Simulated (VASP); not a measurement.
The system is CdS (rocksalt type).

```
Cd S
1.0
     0.00000    2.52285    2.52285
     2.52285    0.00000    2.52285
     2.52285    2.52285    0.00000
Cd S
1 1
Direct
  0.00000 0.00000 0.00000
  0.50000 0.50000 0.50000
```

- Program: VASP 6.6.1
- Task: relaxation of cell and atoms
- Functional: PBE
- Potentials or basis: VASP PAW PBE potentials, release 64 (Cd, S)
- Cutoff: 600 eV
- k mesh: 14 × 14 × 14
- Occupations: fermi-dirac, width 0.08 eV
- Spin: no spin polarisation

At the start: pressure 34.8 GPa; volume 16.06 Å³/atom.

Problem. Where does the relaxation end?

Solution. Over 19 steps the energy falls by 406.2 meV/atom and the volume is 20.85 Å³/atom (+29.9 %); space group Fm-3m (No. 225, to 0.1 Å) before and after.

The path:
```
step  energy change (eV)  largest force (eV/Å)  pressure (GPa)  volume (Å³)
   1              0.0000                0.0000           34.80        32.11
   2             -0.4806                0.0000           -9.21        51.21
   3             -0.8123                0.0000           -0.12        41.76
   4             -0.8122                0.0000            0.26        41.55
   5             -0.8122                0.0000            0.26        41.55
   6             -0.8122                0.0000            0.25        41.55
   7             -0.8122                0.0000            0.25        41.55
   8             -0.8122                0.0000            0.25        41.55
   9             -0.8122                0.0000            0.25        41.55
  10             -0.8122                0.0000            0.25        41.56
  11             -0.8122                0.0000            0.26        41.56
  12             -0.8122                0.0000            0.25        41.56
  13             -0.8122                0.0000            0.24        41.56
  14             -0.8122                0.0000            0.23        41.57
  15             -0.8122                0.0000            0.21        41.58
  16             -0.8123                0.0000            0.17        41.60
  17             -0.8123                0.0000            0.09        41.65
  18             -0.8123                0.0000           -0.07        41.74
  19             -0.8123                0.0000           -0.01        41.70
```

Final structure:
```
Cd S
1.0
     0.00000    2.75239    2.75239
     2.75239    0.00000    2.75239
     2.75239    2.75239    0.00000
Cd S
1 1
Direct
  0.00000 0.00000 0.00000
  0.50000 0.50000 0.50000
```

Caveat: the volume moved by over 15 % at a fixed basis, so the end points are rough.
